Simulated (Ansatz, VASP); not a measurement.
## Two plane-wave programs on Rh

```
CELL_PARAMETERS angstrom
0.00000 1.87697 1.87697
1.87697 0.00000 1.87697
1.87697 1.87697 0.00000
ATOMIC_POSITIONS crystal
Rh 0.00000 0.00000 0.00000
```

Alike in both runs: functional LDA; k mesh 23 × 23 × 23; occupations fermi-dirac, width 0.05 eV; no spin polarisation.

Ansatz relaxed the structure, and its values are those at the end. VASP's run is a single point on that final structure, the one shown.

|  | VASP | Ansatz |
| --- | --- | --- |
| version | VASP 6.6.1 | Ansatz 0.2.0 |
| potentials or method | VASP PAW LDA potentials, release 64 (Rh_pv) | PAW with Ansatz's default frozen-core files, scalar-relativistic |
| plane-wave cutoff (eV) | 520 | 420 |
| valence electrons in the cell | 15 | 17 |

```tsv
	VASP	Ansatz	Ansatz less VASP
pressure (GPa)	0.9	0.0	-0.92
```

LDA's correlation is that of Perdew and Zunger in VASP and of Perdew and Wang (1992) in Ansatz. VASP's potentials hold 15 valence electrons a cell and Ansatz's 17, so a difference there can come from the potentials and not from the codes.
